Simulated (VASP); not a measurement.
Write the native input for VASP 6.6.1 that does the following.

- Task: single point
- Functional: PBE
- Potentials or basis: VASP PAW PBE potentials, release 64 (Al, N, Si, O)
- Cutoff: 520 eV
- k mesh: 1 × 1 × 1, shifted
- Occupations: fermi-dirac, width 0.2482 eV
- Spin: no spin polarisation
- Dipole correction: no
- Further INCAR settings: LREAL = Auto; ALGO = Normal; EDIFF = 1e-07; NBANDS = 87; ISYM = 0

The structure of AlSi8NO16 lies in POSCAR:

```
AlSi8NO16
1.0
    7.6361610000     -0.1511100000     -0.0835260000
   -0.1511100000      7.3133010000     -0.0381800000
   -0.0835260000     -0.0381800000      6.8622450000
Al N Si O
1 1 8 16
Direct
    0.4488307073      0.6771225989      0.7219374380
    0.4986471085      0.4189967521      0.7586380688
    0.6597484729      0.6402892463      0.3485435735
    0.7253936286      0.4074149001      0.5893023827
   -0.0362044245      0.7225071614      0.7257516035
    0.2578279996      0.5101850230      0.2687074282
    0.3308280543      0.9594542952      0.1149719529
    0.0278196573      0.0464373332     -0.0609123338
    0.9053079795      0.0820638884      0.5085340080
    0.7132744195      1.0037403875      0.1349052340
    0.5085121636      0.4797842067      0.2705093082
    0.2460137671      0.8215591501      0.2449767786
    1.2490181403      0.5788084235      0.5581480106
    0.5423522800      1.0322468914      0.2419426446
    0.0688328113      0.1421306929      0.7115037250
    0.4412992445      0.8598896169      0.9330766457
    0.8236448069      0.5124197858      0.4033306802
    0.7424780725      0.7873901553      0.2067927886
    0.8237293362      0.5792066000      0.7708608370
    0.4512628418      0.2518380091      0.7956740623
    0.8083268585      0.0999428630     -0.0279473951
    0.0391140690      0.8201380319      0.9366097992
    0.2081853043      0.1273562700      0.0276284726
    0.6020365927      0.7320153266      0.5237472655
    0.7348551504      0.1993496732      0.6041174108
    0.9624936855      0.8485613951      0.5289805773
```

These files were run (other wordings do the same):

INCAR

```
SYSTEM = AlSi8NO16
  PREC = Accurate
  ENCUT = 520
  EDIFF = 1E-7
  ISMEAR = -1
  SIGMA = 0.2482
  LREAL = Auto
  LASPH = .TRUE.
  NELM = 100
  ALGO = Normal
  ISIF = 2
  LWAVE = .FALSE.
  LCHARG = .TRUE.
  GGA = PE
  LELF = .TRUE.
  LVHAR = .TRUE.
  ISYM = 0
  NBANDS = 87
```

KPOINTS

```
Automatic mesh
0
Gamma
  1 1 1
  0.25 0.25 0.25
```

Potentials or basis: VASP PAW PBE potentials, release 64 (Al, N, Si, O).

The run is started by

```console
$ cat potpaw_PBE.64/Al/POTCAR potpaw_PBE.64/N/POTCAR potpaw_PBE.64/Si/POTCAR potpaw_PBE.64/O/POTCAR > POTCAR
$ mpirun -np 1 vasp_std > vasp.out
```

It gave:

```yaml
Pressure: -0.5 GPa
Largest_force: 10.430 eV/Å
Band_gap_on_the_k_mesh: 0.95 eV
```

Caveat: the k points lie up to 0.92 Å⁻¹ apart.

It took 93 s on 1 thread of Intel Xeon 6975P-C, with other jobs on the host, peak memory 0.42 GiB.
